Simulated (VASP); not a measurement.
# TiSi2 (Fddd) in VASP: further runs

Runs on TiSi2. Level: PBE. Tasks: single point.

Program: VASP 6.6.1. These are calculated values, not measurements. Logs are shortened: lines on timing, memory, paths and dates and some standing lists are left out, and cuts for length are marked.

## (1) The cell of the first run

It takes space group Fddd (No. 70, orthorhombic). The conventional cell has a = 4.779 Å, b = 8.235 Å, c = 8.526 Å, α = 90.00°, β = 90.00°, γ = 90.00°. Ti (site symmetry 222) has 10 Si at 2.55 to 2.78 Å and 4 Ti at 3.20 Å within 3.4 Å. Within 3.3 Å of Si (site symmetry 2) lie 9 Si at 2.52 to 3.20 Å and 5 Ti at 2.55 to 2.78 Å.

## (2) Single point, PBE

The input, INCAR:

```
SYSTEM = TiSi2
PREC     = Accurate       ! precision mode
ENCUT    = 520            ! plane-wave cutoff, eV
EDIFF    = 1E-6           ! SCF threshold, eV
ISMEAR   = 0              ! smearing method
SIGMA    = 0.1            ! smearing width, eV
LREAL    = .FALSE.        ! projectors in reciprocal space
LASPH    = .TRUE.         ! aspherical terms in the spheres
NELM     = 80             ! most SCF steps
ALGO     = Normal         ! electronic algorithm
ISIF     = 2              ! what is computed and relaxed
LWAVE    = .FALSE.        ! write WAVECAR
LCHARG   = .FALSE.        ! write CHGCAR
GGA      = PE             ! functional
NBANDS   = 29             ! bands
```

The input, KPOINTS:

```
regular mesh
0
G
  6 6 6
  0 0 0
```

The input, POSCAR:

```
TiSi2
1.0
    0.0000000000      4.1175163100      4.2628978400
    2.3895119500      0.0000000000      4.2628978400
    2.3895119500      4.1175163100      0.0000000000
Ti Si
2 4
Direct
    0.5000000000      0.5000000000      0.5000000000
    0.7500000000      0.7500000000      0.7500000000
    0.8374343900      0.1625656100      0.8374343900
    0.1625656100      0.8374343900      0.1625656100
    0.0874343900      0.4125656100      0.0874343900
    0.4125656100      0.0874343900      0.4125656100
```

Potentials or basis: VASP PAW PBE potentials, release 64 (Ti_sv, Si).

Launch:

```sh
$ cat potpaw_PBE.64/Ti_sv/POTCAR potpaw_PBE.64/Si/POTCAR > POTCAR
$ mpirun -np 1 vasp_std > vasp.out
```

OUTCAR:

```text
SYSTEM = TiSi2
   PREC = Accurate
   ENCUT = 520
   EDIFF = 1E-6
   ISMEAR = 0
   LREAL = .FALSE.
   LASPH = .TRUE.
   NELM = 80
   ISIF = 2
   GGA = PE

 ion  position               nearest neighbor table
   1  0.500  0.500  0.500-   5 2.55   6 2.55   5 2.55   6 2.55   4 2.74   4 2.74   3 2.74   3 2.74
                             4 2.78   3 2.78
   2  0.750  0.750  0.750-   3 2.55   4 2.55   3 2.55   4 2.55   5 2.74   6 2.74   5 2.74   6 2.74
                             6 2.78   5 2.78
   3  0.837  0.163  0.837-   6 2.52   6 2.52   2 2.55   2 2.55   4 2.68   1 2.74   1 2.74   1 2.78
                             4 2.79   4 2.79
   4  0.163  0.837  0.163-   5 2.52   5 2.52   2 2.55   2 2.55   3 2.68   1 2.74   1 2.74   1 2.78
                             3 2.79   3 2.79
   5  0.087  0.413  0.087-   4 2.52   4 2.52   1 2.55   1 2.55   6 2.68   2 2.74   2 2.74   2 2.78
                             6 2.79   6 2.79
   6  0.413  0.087  0.413-   3 2.52   3 2.52   1 2.55   1 2.55   5 2.68   2 2.74   2 2.74   2 2.78
                             5 2.79   5 2.79

  LATTYP: Found a face centered orthorhombic cell.
 ALAT       =     4.7790239000
 B/A-ratio  =     1.7231620499
 C/A-ratio  =     1.7840035661

  Lattice vectors:

 A1 = (   0.0000000000,   4.1175163100,   4.2628978400)
 A2 = (   2.3895119500,   0.0000000000,   4.2628978400)
 A3 = (   2.3895119500,   4.1175163100,   0.0000000000)

Analysis of symmetry for initial positions (statically):
=====================================================================
 Subroutine PRICEL returns:
 Original cell was already a primitive cell.

 Routine SETGRP: Setting up the symmetry group for a
 face centered orthorhombic supercell.

 Subroutine GETGRP returns: Found  8 space group operations
 (whereof  4 operations were pure point group operations)
 out of a pool of  8 trial point group operations.

The static configuration has the point symmetry D_2 .
 The point group associated with its full space group is D_2h.

Analysis of symmetry for dynamics (positions and initial velocities):
=====================================================================
 Subroutine PRICEL returns:
 Original cell was already a primitive cell.

 Routine SETGRP: Setting up the symmetry group for a
 face centered orthorhombic supercell.

 Subroutine GETGRP returns: Found  8 space group operations
 (whereof  4 operations were pure point group operations)
 out of a pool of  8 trial point group operations.

The dynamic configuration has the point symmetry D_2 .
 The point group associated with its full space group is D_2h.

 Subroutine INISYM returns: Found  8 space group operations
 (whereof  4 operations are pure point group operations),
 and found     1 'primitive' translations

----------------------------------------------------------------------------------------

                                     Primitive cell

  volume of cell :      83.8841

  direct lattice vectors                    reciprocal lattice vectors
     0.000000000  4.117516310  4.262897840    -0.209247750  0.121432427  0.117291105
     2.389511950  0.000000000  4.262897840     0.209247750 -0.121432427  0.117291105
     2.389511950  4.117516310  0.000000000     0.209247750  0.121432427 -0.117291105

  length of vectors
     5.926739285  4.886928008  4.760641545     0.268863644  0.268863644  0.268863644

  position of ions in fractional coordinates (direct lattice)
     0.500000000  0.500000000  0.500000000
     0.750000000  0.750000000  0.750000000
     0.837434390  0.162565610  0.837434390
     0.162565610  0.837434390  0.162565610
     0.087434390  0.412565610  0.087434390
     0.412565610  0.087434390  0.412565610

  ion indices of the primitive-cell ions
   primitive index   ion index
                 1           1
                 2           2
                 3           3
                 4           4
                 5           5
                 6           6

----------------------------------------------------------------------------------------

 KPOINTS: regular mesh

Automatic generation of k-mesh.
 Grid dimensions read from file:
 generate k-points for:    6    6    6

 Generating k-lattice:

  Cartesian coordinates                     Fractional coordinates (reciprocal lattice)
    -0.034874625  0.020238738  0.019548518     0.166666667  0.000000000  0.000000000
     0.034874625 -0.020238738  0.019548518     0.000000000  0.166666667  0.000000000
     0.034874625  0.020238738 -0.019548518     0.000000000  0.000000000  0.166666667

  Length of vectors
     0.044810607  0.044810607  0.044810607

  Shift w.r.t. Gamma in fractional coordinates (k-lattice)
     0.000000000  0.000000000  0.000000000

 Subroutine IBZKPT returns following result:
 ===========================================

 Found     46 irreducible k-points:

 Following reciprocal coordinates:
            Coordinates               Weight
  0.000000  0.000000  0.000000      1.000000
  0.166667  0.000000  0.000000      8.000000
  0.333333 -0.000000  0.000000      8.000000
  0.500000  0.000000  0.000000      4.000000
  0.166667  0.166667  0.000000      2.000000
  0.333333  0.166667  0.000000      8.000000
[... 16 lines left out ...]
 -0.166667  0.166667  0.166667      8.000000
  0.500000  0.333333  0.166667      4.000000
 [... further k-points ...]
   k-points           NKPTS =     46   k-points in BZ     NKDIM =     46   number of bands    NBANDS=     29
   number of dos      NEDOS =    301   number of ions     NIONS =      6
   total plane-waves  NPLWV =  62208
   dimension x,y,z NGX =    48 NGY =   36 NGZ =   36
   dimension x,y,z NGXF=    96 NGYF=   72 NGZF=   72
   ions per type =               2   4
   NGX,Y,Z   is equivalent  to a cutoff of  13.46, 12.25, 12.57 a.u.
   NGXF,Y,Z  is equivalent  to a cutoff of  26.93, 24.49, 25.14 a.u.
 SYSTEM =  TiSi2
   PREC   = accura    normal or accurate (medium, high low for compatibility)
   ISTART =      0    job   : 0-new  1-cont  2-samecut
   ICHARG =      2    charge: 1-file 2-atom 10-const
   ISPIN  =      1    spin polarized calculation?
   LNONCOLLINEAR =      F non collinear calculations
   LSORBIT =      F    spin-orbit coupling
   LASPH  =      T    aspherical Exc in radial PAW
   ENCUT  =  520.0 eV  38.22 Ry    6.18 a.u.  11.02  9.09  8.85*2*pi/ulx,y,z
   NELM   =     80;   NELMIN=  2; NELMDL= -5     # of ELM steps
   EDIFF  = 0.1E-05   stopping-criterion for ELM
   LREAL  =      F    real-space projection
   EDIFFG = 0.1E-04   stopping-criterion for IOM
   NSW    =      0    number of steps for IOM
   IBRION =     -1    ionic relax: 0-MD 1-quasi-New 2-CG
   NFREE  =      0    steps in history (QN), initial steepest desc. (CG)
   ISIF   =      2    stress and relaxation
   ISYM   =      2    0-nonsym 1-usesym 2-fastsym
   POTIM  = 0.5000    time-step for ionic-motion
   TEBEG  =    0.0;   TEEND  =   0.0 temperature during run
   PSTRESS=    0.0 pullay stress
   NELECT =      40.0000    total number of electrons
   NUPDOWN=      -1.0000    fix difference up-down
   EMIN   =  10.00;   EMAX   =-10.00  energy-range for DOS
   EFERMI =   0.00;   METHOD = LEGACY
   ISMEAR =     0;   SIGMA  =   0.10  broadening in eV -4-tet -1-fermi 0-gaus
   EFERMI_NEDOS =   21; number of points for ismear=-14 and -15
   IALGO  =     38    algorithm
   IMIX   =      4    mixing-type and parameters
     AMIX     =   0.40;   BMIX     =  1.00
     AMIX_MAG =   1.60;   BMIX_MAG =  1.00
  volume/ion in A,a.u.               =      13.98        94.35
  Fermi-wavevector in a.u.,A,eV,Ry     =   1.278994  2.416947 22.256742  1.635824
  Thomas-Fermi vector in A             =   2.411504
   LORBIT       =      0    0 simple, 1 ext, 2 COOP (PROOUT), +10 PAW based schemes
   GGA     = PE    functional components
   LHFCALC =     F    Hartree Fock is set to
   AEXX    =    0.0000 exact exchange contribution
   IVDW    =     0    specifies the selected vdW correction
   LEPSILON=     F    determine dielectric tensor
   LRPA    =     F    only Hartree local field effects (RPA)
 non-spin polarized calculation
 Gauss-broadening in eV      SIGMA  =   0.10
  energy-cutoff  :      520.00
  volume of cell :       83.88
 maximum number of plane-waves:      2276
 NGX is ok and might be reduce to    48
   NGX = 23   NGY = 19   NGZ = 17

 number of electron      40.0000003 magnetization

 Free energy of the ion-electron system (eV)
  ---------------------------------------------------
  ext. energy  EPLUGINS =         0.00000000
  ---------------------------------------------------
  free energy    TOTEN  =       -40.72229818 eV

  energy without entropy =      -40.71309188  energy(sigma->0) =      -40.71769503

 E-fermi :  10.2501     XC(G=0): -11.7369

 val. band max:       10.2448475266   @ k =   0.5000   0.1667   0.1667
 cond. band min:      10.2652620231   @ k =  -0.3333   0.1667  -0.0000
 fundamental gap:      0.0204144965
 Fermi energy:        10.2500823653

 k-point     1 :       0.0000    0.0000    0.0000
  band No.  band energies     occupation
      1     -46.0769      2.00000
      2     -46.0484      2.00000
      3     -22.4607      2.00000
      4     -22.4423      2.00000
      5     -22.3686      2.00000
      6     -22.3538      2.00000
[... 21 lines left out ...]
     28      13.9514      0.00000
     29      14.0022      0.00000

 k-point     2 :       0.1667    0.0000    0.0000
  band No.  band energies     occupation
      1     -46.0754      2.00000
      2     -46.0498      2.00000
      3     -22.4599      2.00000
      4     -22.4411      2.00000
      5     -22.3756      2.00000
      6     -22.3537      2.00000
[... 21 lines left out ...]
     28      14.1026      0.00000
     29      14.2235      0.00000

 k-point     3 :       0.3333   -0.0000    0.0000
  band No.  band energies     occupation
      1     -46.0719      2.00000
      2     -46.0532      2.00000
      3     -22.4617      2.00000
      4     -22.4337      2.00000
      5     -22.3934      2.00000
      6     -22.3505      2.00000
[... 638 lines left out ...]
      5     -22.3735      2.00000
      6     -22.3616      2.00000
[... 21 lines left out ...]
     28      14.6297      0.00000
     29      15.1681      0.00000

 k-point    24 :       0.5000    0.3333    0.1667
  band No.  band energies     occupation
      1     -46.0687      2.00000
      2     -46.0564      2.00000
      3     -22.4574      2.00000
      4     -22.4209      2.00000
      5     -22.4048      2.00000
      6     -22.3580      2.00000
[... 21 lines left out ...]
     28      14.2365      0.00000
     29      14.7541      0.00000

 [... further k-points ...]
[... 5 lines left out ...]
  --------------------------------------------------------------------------------------
  -------------------------------------------------------------------------------------
  Total        1.2908483      1.1331347      0.7923500      0.0000000      0.0000000      0.0000000
  in kB       24.6550760     21.6427613     15.1338063      0.0000000      0.0000000      0.0000000
  external PRESSURE =      20.4772145 kB  Pullay stress =       0.0000000 kB

 VOLUME and BASIS-vectors are now :
 -----------------------------------------------------------------------------
  energy-cutoff  :      520.00
  volume of cell :       83.88
      direct lattice vectors                 reciprocal lattice vectors
     0.000000000  4.117516310  4.262897840    -0.209247750  0.121432427  0.117291105
     2.389511950  0.000000000  4.262897840     0.209247750 -0.121432427  0.117291105
     2.389511950  4.117516310  0.000000000     0.209247750  0.121432427 -0.117291105

 POSITION                                       TOTAL-FORCE (eV/Angst)
 -----------------------------------------------------------------------------------
      2.38951      4.11752      4.26290         0.000000      0.000000      0.000000
      3.58427      6.17627      6.39435        -0.000000      0.000000      0.000000
      2.38951      6.89630      4.26290        -0.000000     -0.072519     -0.000000
      2.38951      1.33873      4.26290        -0.000000      0.072519     -0.000000
      1.19476      0.72003      2.13145        -0.000000     -0.072519     -0.000000
      1.19476      3.39749      2.13145        -0.000000      0.072519     -0.000000
 -----------------------------------------------------------------------------------
    total drift:                               -0.000000     -0.000000      0.000000

  FREE ENERGIE OF THE ION-ELECTRON SYSTEM (eV)
  ---------------------------------------------------
  free  energy   TOTEN  =       -40.7222981751 eV

  energy  without entropy=      -40.7130918760  energy(sigma->0) =      -40.71769503
```

It took 56 s on 1 thread of Intel Xeon 6975P-C (Granite Rapids), shared host; peak memory 0.28 GiB.

What came out:

```yaml
Free_energy: -40.7223 eV
Pressure: 2.0 GPa
Largest_force: 0.073 eV/Å
Band_gap_on_the_k_mesh: zero (bands 20 and 21 overlap by 1.72 eV)
```

Forces on the atoms (eV/Å):
```
Ti   0.000  0.000  0.000
Ti   0.000  0.000  0.000
Si   0.000 -0.073  0.000
Si   0.000  0.073  0.000
Si   0.000 -0.073  0.000
Si   0.000  0.073  0.000
```

Levels at points of the mesh, in eV from the Fermi level:
| k point | band 17 | band 18 | band 19 | band 20 | band 21 | band 22 | band 23 | band 24 |
| --- | --- | --- | --- | --- | --- | --- | --- | --- |
| (0.00, 0.00, 0.00) | -2.34 | -2.14 | -1.84 | -1.41 | -0.99 | 2.02 | 3.07 | 3.27 |
| (0.50, 0.00, 0.00) | -1.99 | -1.11 | -0.08 | 0.09 | 0.93 | 1.33 | 1.62 | 2.19 |
| (0.50, 0.50, 0.00) | -1.63 | -1.63 | -1.03 | -1.03 | 0.68 | 0.68 | 3.16 | 3.16 |
| (0.50, 0.00, 0.50) | -2.41 | -2.41 | -0.93 | -0.93 | 1.22 | 1.22 | 3.23 | 3.23 |
| (0.00, 0.50, 0.50) | -1.18 | -1.18 | -0.72 | -0.72 | 0.78 | 0.78 | 2.22 | 2.22 |

## (3) Single point, PBE

This run uses another cell than the first one, of 14.18 Å³/atom.

The input, INCAR:

```
PREC = Accurate
ENCUT = 520
EDIFF = 1E-6
ISMEAR = 0
SIGMA = 0.1
LREAL = F
LASPH = T
NELM = 100
ALGO = Normal
ISIF = 2
LWAVE = F
LCHARG = T
GGA = PE
LELF = T
LVHAR = T
NBANDS = 29
```

The input, KPOINTS:

```
regular mesh
0
Gamma
  10 10 10
```

The input, POSCAR:

```
TiSi2
1.0
    0.0000000000      4.1349698829      4.2801839302
    2.4035688919      0.0000000000      4.2801839302
    2.4035688919      4.1349698829      0.0000000000
Ti Si
2 4
Direct
    0.5000000000      0.5000000000      0.5000000000
    0.7500000000      0.7500000000      0.7500000000
    0.8369370328      0.1630629672      0.8369370328
    0.1630629672      0.8369370328      0.1630629672
    0.0869370328      0.4130629672      0.0869370328
    0.4130629672      0.0869370328      0.4130629672
```

Potentials or basis: VASP PAW PBE potentials, release 64 (Ti_sv, Si).

Launch:

```sh
$ cat potpaw_PBE.64/Ti_sv/POTCAR potpaw_PBE.64/Si/POTCAR > POTCAR
$ mpirun -np 1 vasp_std > vasp.out
```

OUTCAR:

```text
PREC = Accurate
   ENCUT = 520
   EDIFF = 1E-6
   ISMEAR = 0
   LREAL = F
   LASPH = T
   NELM = 100
   ISIF = 2
   GGA = PE

 ion  position               nearest neighbor table
   1  0.500  0.500  0.500-   5 2.56   6 2.56   5 2.56   6 2.56   4 2.76   4 2.76   3 2.76   3 2.76
                             4 2.79   3 2.79
   2  0.750  0.750  0.750-   3 2.56   4 2.56   3 2.56   4 2.56   5 2.76   6 2.76   5 2.76   6 2.76
                             6 2.79   5 2.79
   3  0.837  0.163  0.837-   6 2.53   6 2.53   2 2.56   2 2.56   4 2.70   1 2.76   1 2.76   1 2.79
                             4 2.80   4 2.80
[... 986 lines left out ...]
  Total        0.0091195      0.0121803     -0.0246452      0.0000000      0.0000000      0.0000000
  in kB        0.1717355      0.2293750     -0.4641112      0.0000000      0.0000000      0.0000000
  external PRESSURE =      -0.0210002 kB  Pullay stress =       0.0000000 kB

 VOLUME and BASIS-vectors are now :
 -----------------------------------------------------------------------------
  energy-cutoff  :      520.00
  volume of cell :       85.08
      direct lattice vectors                 reciprocal lattice vectors
     0.000000000  4.134969883  4.280183930    -0.208023994  0.120919865  0.116817410
     2.403568892  0.000000000  4.280183930     0.208023994 -0.120919865  0.116817410
     2.403568892  4.134969883  0.000000000     0.208023994  0.120919865 -0.116817410

 POSITION                                       TOTAL-FORCE (eV/Angst)
 -----------------------------------------------------------------------------------
      2.40357      4.13497      4.28018         0.000000      0.000000     -0.000000
      3.60535      6.20245      6.42028        -0.000000      0.000000      0.000000
      2.40357      6.92142      4.28018        -0.000000     -0.004042     -0.000000
      2.40357      1.34852      4.28018        -0.000000      0.004042     -0.000000
      1.20178      0.71896      2.14009         0.000000     -0.004042     -0.000000
      1.20178      3.41601      2.14009         0.000000      0.004042     -0.000000
 -----------------------------------------------------------------------------------
    total drift:                               -0.000000     -0.000000     -0.000000

  FREE ENERGIE OF THE ION-ELECTRON SYSTEM (eV)
  ---------------------------------------------------
  free  energy   TOTEN  =       -40.7096804082 eV

  energy  without entropy=      -40.6986146681  energy(sigma->0) =      -40.70414754
```

stdout:

```text
POSCAR found type information on POSCAR TiSi
 POSCAR found :  2 types and       6 ions
 scaLAPACK will be used
 LDA part: xc-table for (Slater+PW92), standard interpolation
 POSCAR, INCAR and KPOINTS ok, starting setup
 FFT: planning ... GRIDC
 FFT: planning ... GRID_SOFT
 FFT: planning ... GRID
 WAVECAR not read
 entering main loop
```

It took 4.5 min on 1 thread of Intel Xeon 6975P-C (Granite Rapids), shared host; peak memory 0.49 GiB.

What came out:

```yaml
Free_energy: -40.7097 eV
Pressure: 0.0 GPa
Largest_force: 0.004 eV/Å
Band_gap_on_the_k_mesh: zero (bands 20 and 21 overlap by 1.82 eV)
```

Forces on the atoms (eV/Å):
```
Ti   0.000  0.000  0.000
Ti   0.000  0.000  0.000
Si   0.000 -0.004  0.000
Si   0.000  0.004  0.000
Si   0.000 -0.004  0.000
Si   0.000  0.004  0.000
```
